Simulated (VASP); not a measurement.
Here is a VASP 6.6.1 calculation.

The input INCAR:

```
ALGO = Fast ; EDIFF = 1E-7
ENCUT = 520 ; GGA = PE
ISIF = 2 ; ISMEAR = -1
LASPH = True ; LCHARG = True
LELF = True ; LREAL = False
LVHAR = True ; LWAVE = False
NBANDS = 16 ; NELM = 80
PREC = Accurate ; SIGMA = 0.05
```

Contents of KPOINTS:

```
k-points
0
Gamma
  9 9 9
```

POSCAR

```
K
1.0
   -2.2514162977      2.2514162977      8.2036701254
    2.2514162977     -2.2514162977      8.2036701254
    2.2514162977      2.2514162977     -8.2036701254
K
2
Direct
    0.5000000000      0.5000000000      0.0000000000
    0.2500000000      0.7500000000      0.5000000000
```

Potentials or basis: VASP PAW PBE potentials, release 64 (K_sv).

Run with:

```console
$ cat potpaw_PBE.64/K_sv/POTCAR > POTCAR
$ mpirun -np 1 vasp_std > vasp.out
```

Task: What does it give for the band gap on the k mesh?

Result: Zero (band 9 reaches 0.82 eV, above the bottom of band 10 at -1.63 eV).

Task: Estimate the pressure.

Result: -0.2 GPa.

Stress tensor (GPa, compression positive):
```
-0.18  0.00  0.00
 0.00 -0.18  0.00
 0.00  0.00 -0.27
```
